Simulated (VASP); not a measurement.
# La2O3 (P-3m1) in VASP: further runs

The runs below take La2O3 through relaxation of cell and atoms, with revPBE+D3(BJ), RPBE, PBE+D3(BJ), r2SCAN+D4.

All numbers are computed with VASP 6.6.1; they aren't measurements. Logs are shortened: lines on timing, memory, paths and dates and some standing lists are left out, and cuts for length are marked.

**1. The cell of the first run**

It takes space group P-3m1 (No. 164, trigonal). Conventional cell: a = 3.931 Å, b = 3.931 Å, c = 6.112 Å, α = 90.00°, β = 90.00°, γ = 120.00°. La (site symmetry 3m) has 7 O at 2.36 to 2.72 Å within 3.1 Å. O (site symmetry 3m) has 4 La at 2.36 to 2.44 Å and 6 O at 2.89 to 3.14 Å within 3.2 Å. Within 3.6 Å of O (site symmetry -3m) lie 6 La at 2.72 Å and 6 O at 3.14 Å.

**2. Relaxation of cell and atoms, revPBE+D3(BJ)**

Input file INCAR:

```
SYSTEM = La2O3
PREC = Accurate ; ENCUT = 600
EDIFF = 1E-7 ; ISMEAR = 0
SIGMA = 0.01 ; LREAL = .FALSE.
LASPH = .TRUE. ; NELM = 80
ALGO = Normal ; ISIF = 3
LWAVE = .FALSE. ; LCHARG = .FALSE.
GGA = RE ; IVDW = 12
IBRION = 2 ; NSW = 80
EDIFFG = -0.005
```

Input file KPOINTS:

```
Automatic mesh
0
G
  6 6 4
  0 0 0
```

Input file POSCAR:

```
La2O3
1.0
    3.9307780000      0.0000000000      0.0000000000
   -1.9653890000      3.4041530000      0.0000000000
    0.0000000000      0.0000000000      6.1119540000
La O
2 3
Direct
    0.6666666667      0.3333333333      0.7537640000
    0.3333333333      0.6666666667      0.2462360000
    0.6666666667      0.3333333333      0.3541090000
    0.3333333333      0.6666666667      0.6458910000
    0.0000000000      0.0000000000      0.0000000000
```

Potentials or basis: VASP PAW PBE potentials, release 64 (La, O).

Launch:

```console
$ cat potpaw_PBE.64/La/POTCAR potpaw_PBE.64/O/POTCAR > POTCAR
$ mpirun -np 1 vasp_std > vasp.out
```

OUTCAR:

```text
SYSTEM = La2O3
   PREC = Accurate
   ENCUT = 600
   EDIFF = 1E-7
   ISMEAR = 0
   LREAL = .FALSE.
   LASPH = .TRUE.
   NELM = 80
   ISIF = 3
   GGA = RE
   IVDW = 12
   IBRION = 2
   NSW = 80
   EDIFFG = -0.005
 IVDW          = 12

 ion  position               nearest neighbor table
   1  0.667  0.333  0.754-   4 2.36   4 2.36   4 2.36   3 2.44   5 2.72   5 2.72   5 2.72
   2  0.333  0.667  0.246-   3 2.36   3 2.36   3 2.36   4 2.44   5 2.72   5 2.72   5 2.72
   3  0.667  0.333  0.354-   2 2.36   2 2.36   2 2.36   1 2.44
   4  0.333  0.667  0.646-   1 2.36   1 2.36   1 2.36   2 2.44
   5  0.000  0.000  0.000-   2 2.72   1 2.72   2 2.72   1 2.72   1 2.72   2 2.72

  LATTYP: Found a hexagonal cell.
 ALAT       =     3.9307780000
 C/A-ratio  =     1.5548967660

  Lattice vectors:

 A1 = (   3.9307780000,   0.0000000000,   0.0000000000)
 A2 = (  -1.9653890000,   3.4041530000,   0.0000000000)
 A3 = (   0.0000000000,   0.0000000000,   6.1119540000)

Analysis of symmetry for initial positions (statically):
=====================================================================
 Subroutine PRICEL returns:
 Original cell was already a primitive cell.

 Routine SETGRP: Setting up the symmetry group for a
 hexagonal supercell.

 Subroutine GETGRP returns: Found 12 space group operations
 (whereof 12 operations were pure point group operations)
 out of a pool of 24 trial point group operations.

The static configuration has the point symmetry D_3d.

Analysis of symmetry for dynamics (positions and initial velocities):
=====================================================================
 Subroutine PRICEL returns:
 Original cell was already a primitive cell.

 Routine SETGRP: Setting up the symmetry group for a
 hexagonal supercell.

 Subroutine GETGRP returns: Found 12 space group operations
 (whereof 12 operations were pure point group operations)
 out of a pool of 24 trial point group operations.

The dynamic configuration has the point symmetry D_3d.

 Subroutine INISYM returns: Found 12 space group operations
 (whereof 12 operations are pure point group operations),
 and found     1 'primitive' translations

----------------------------------------------------------------------------------------

                                     Primitive cell

  volume of cell :      81.7839

  direct lattice vectors                    reciprocal lattice vectors
     3.930778000  0.000000000  0.000000000     0.254402564  0.146879415  0.000000000
    -1.965389000  3.404153000  0.000000000     0.000000000  0.293758829  0.000000000
     0.000000000  0.000000000  6.111954000     0.000000000  0.000000000  0.163613797

  length of vectors
     3.930778000  3.930777476  6.111954000     0.293758790  0.293758829  0.163613797

  position of ions in fractional coordinates (direct lattice)
     0.666666667  0.333333333  0.753764000
     0.333333333  0.666666667  0.246236000
     0.666666667  0.333333333  0.354109000
     0.333333333  0.666666667  0.645891000
     0.000000000  0.000000000  0.000000000

  ion indices of the primitive-cell ions
   primitive index   ion index
                 1           1
                 2           2
                 3           3
                 4           4
                 5           5

----------------------------------------------------------------------------------------

 KPOINTS: Automatic mesh

Automatic generation of k-mesh.
 Grid dimensions read from file:
 generate k-points for:    6    6    4

 Generating k-lattice:

  Cartesian coordinates                     Fractional coordinates (reciprocal lattice)
     0.042400427  0.024479902  0.000000000     0.166666667  0.000000000  0.000000000
     0.000000000  0.048959805  0.000000000     0.000000000  0.166666667  0.000000000
     0.000000000  0.000000000  0.040903449     0.000000000  0.000000000  0.250000000

  Length of vectors
     0.048959798  0.048959805  0.040903449

  Shift w.r.t. Gamma in fractional coordinates (k-lattice)
     0.000000000  0.000000000  0.000000000

 Subroutine IBZKPT returns following result:
 ===========================================

 Found     24 irreducible k-points:

 Following reciprocal coordinates:
            Coordinates               Weight
  0.000000  0.000000  0.000000      1.000000
  0.166667 -0.000000  0.000000      6.000000
  0.333333 -0.000000  0.000000      6.000000
  0.500000  0.000000  0.000000      3.000000
  0.166667  0.166667  0.000000      6.000000
  0.333333  0.166667  0.000000     12.000000
[... 16 lines left out ...]
  0.333333  0.166667  0.500000     12.000000
  0.333333  0.333333  0.500000      2.000000
   k-points           NKPTS =     24   k-points in BZ     NKDIM =     24   number of bands    NBANDS=     24
   number of dos      NEDOS =    301   number of ions     NIONS =      5
   total plane-waves  NPLWV =  51200
   dimension x,y,z NGX =    32 NGY =   32 NGZ =   50
   dimension x,y,z NGXF=    64 NGYF=   64 NGZF=  100
   ions per type =               2   3
   NGX,Y,Z   is equivalent  to a cutoff of  13.53, 13.53, 13.60 a.u.
   NGXF,Y,Z  is equivalent  to a cutoff of  27.07, 27.07, 27.20 a.u.
 SYSTEM =  La2O3
   PREC   = accura    normal or accurate (medium, high low for compatibility)
   ISTART =      0    job   : 0-new  1-cont  2-samecut
   ICHARG =      2    charge: 1-file 2-atom 10-const
   ISPIN  =      1    spin polarized calculation?
   LNONCOLLINEAR =      F non collinear calculations
   LSORBIT =      F    spin-orbit coupling
   LASPH  =      T    aspherical Exc in radial PAW
   ENCUT  =  600.0 eV  44.10 Ry    6.64 a.u.   7.85  7.85 12.21*2*pi/ulx,y,z
   NELM   =     80;   NELMIN=  2; NELMDL= -5     # of ELM steps
   EDIFF  = 0.1E-06   stopping-criterion for ELM
   LREAL  =      F    real-space projection
   EDIFFG = -.5E-02   stopping-criterion for IOM
   NSW    =     80    number of steps for IOM
   IBRION =      2    ionic relax: 0-MD 1-quasi-New 2-CG
   NFREE  =      1    steps in history (QN), initial steepest desc. (CG)
   ISIF   =      3    stress and relaxation
   ISYM   =      2    0-nonsym 1-usesym 2-fastsym
   POTIM  = 0.5000    time-step for ionic-motion
   TEBEG  =    0.0;   TEEND  =   0.0 temperature during run
   PSTRESS=    0.0 pullay stress
   NELECT =      40.0000    total number of electrons
   NUPDOWN=      -1.0000    fix difference up-down
   EMIN   =  10.00;   EMAX   =-10.00  energy-range for DOS
   EFERMI =   0.00;   METHOD = LEGACY
   ISMEAR =     0;   SIGMA  =   0.01  broadening in eV -4-tet -1-fermi 0-gaus
   EFERMI_NEDOS =   21; number of points for ismear=-14 and -15
   IALGO  =     38    algorithm
   IMIX   =      4    mixing-type and parameters
     AMIX     =   0.40;   BMIX     =  1.00
     AMIX_MAG =   1.60;   BMIX_MAG =  1.00
  volume/ion in A,a.u.               =      16.36       110.38
  Fermi-wavevector in a.u.,A,eV,Ry     =   1.289849  2.437462 22.636162  1.663711
  Thomas-Fermi vector in A             =   2.421717
   LORBIT       =      0    0 simple, 1 ext, 2 COOP (PROOUT), +10 PAW based schemes
   GGA     = RE    functional components
   LHFCALC =     F    Hartree Fock is set to
   AEXX    =    0.0000 exact exchange contribution
   IVDW    =    12    specifies the selected vdW correction
   LEPSILON=     F    determine dielectric tensor
   LRPA    =     F    only Hartree local field effects (RPA)
 conjugate gradient relaxation of ions
 non-spin polarized calculation
 Gauss-broadening in eV      SIGMA  =   0.01
  energy-cutoff  :      600.00
  volume of cell :       81.78
 maximum number of plane-waves:      2743
   NGX = 15   NGY = 15   NGZ = 25

--------------------------------------- Ionic step        1  -------------------------------------------

 number of electron      40.0000000 magnetization

 Free energy of the ion-electron system (eV)
  ---------------------------------------------------
  ext. energy  EPLUGINS =         0.00000000
  ---------------------------------------------------
  free energy    TOTEN  =       -40.12872557 eV

  energy without entropy =      -40.12872557  energy(sigma->0) =      -40.12872557

------------------------ aborting loop because EDIFF is reached ----------------------------------------

 Edisp (eV)   -2.31799

 E8    (eV) :    -1.6745

  FORCE on cell =-STRESS in cart. coord.  units (eV):
  Direction    XX          YY          ZZ          XY          YZ          ZX
  --------------------------------------------------------------------------------------
  -------------------------------------------------------------------------------------
  Total      -0.62790    -0.62790    -0.44169     0.00000     0.00000    -0.00000
  in kB     -12.30082   -12.30081    -8.65279     0.00000     0.00000    -0.00000
  external pressure =      -11.08 kB  Pullay stress =        0.00 kB
[... 239 lines left out ...]
  energy  without entropy=      -42.4495425929  energy(sigma->0) =      -42.44954259

--------------------------------------- Ionic step        7  -------------------------------------------

 number of electron      39.9999999 magnetization

 Free energy of the ion-electron system (eV)
  ---------------------------------------------------
  ext. energy  EPLUGINS =         0.00000000
  ---------------------------------------------------
  free energy    TOTEN  =       -40.10842765 eV

  energy without entropy =      -40.10842765  energy(sigma->0) =      -40.10842765

 E-fermi :   6.3085     XC(G=0): -10.3567

 val. band max:        6.1782741602   @ k =   0.5000   0.0000   0.5000
 cond. band min:      10.1041859399   @ k =   0.5000   0.0000   0.0000
 fundamental gap:      3.9259117796
 Fermi energy:         6.3085196149

 k-point     1 :       0.0000    0.0000    0.0000
  band No.  band energies     occupation
      1     -23.6563      2.00000
      2     -23.4039      2.00000
      3     -10.8432      2.00000
      4      -9.6009      2.00000
      5      -9.1570      2.00000
      6      -7.1238      2.00000
[... 673 lines left out ...]
  FREE ENERGIE OF THE ION-ELECTRON SYSTEM (eV)
  ---------------------------------------------------
  free  energy   TOTEN  =       -42.4495804824 eV

  energy  without entropy=      -42.4495804824  energy(sigma->0) =      -42.44958048

 reached required accuracy - stopping structural energy minimisation
```

It took 7.3 min on 1 thread of Intel Xeon 8259CL, shared host; peak memory 0.27 GiB.

Results:

- Free energy: -42.4496 eV
- Relaxed volume: 16.20 Å³/atom
- Relaxed cell: a = 3.919 Å, b = 3.919 Å, c = 6.090 Å, α = 90.00°, β = 90.00°, γ = 120.00°
- Space group after relaxing (to 0.1 Å): P-3m1 (No. 164)
- Energy gained by relaxing: 0.6 meV/atom
- Ionic steps: 7
- Pressure after relaxing: 0.0 GPa
- Band gap on the k mesh: 3.93 eV (least direct gap 4.06 eV)
- Dispersion energy per atom: -0.468 eV

The path:
```
step  energy change (eV)  largest force (eV/Å)  pressure (GPa)  volume (Å³)
   1              0.0000                0.0170           -1.11        81.78
   2             -0.0004                0.1231            1.08        80.45
   3             -0.0025                0.0728            0.01        81.08
   4             -0.0028                0.0142            0.00        81.03
   5             -0.0028                0.0160            0.00        81.03
   6             -0.0028                0.0119            0.00        81.02
   7             -0.0029                0.0020           -0.02        81.02
```

Final structure:
```
La O
1.0
     3.91923    0.00000    0.00000
    -1.95962    3.39415    0.00000
     0.00000    0.00000    6.09024
La O
2 3
Direct
  0.66667 0.33333 0.75457
  0.33333 0.66667 0.24543
  0.66667 0.33333 0.35356
  0.33333 0.66667 0.64644
  0.00000 0.00000 0.00000
```

Caveat: the PAW data sets were made with another functional, which shifts forces and pressure a little; spin-orbit coupling is left out, which moves the levels of the heavy elements.

[end of part 1 of 3]
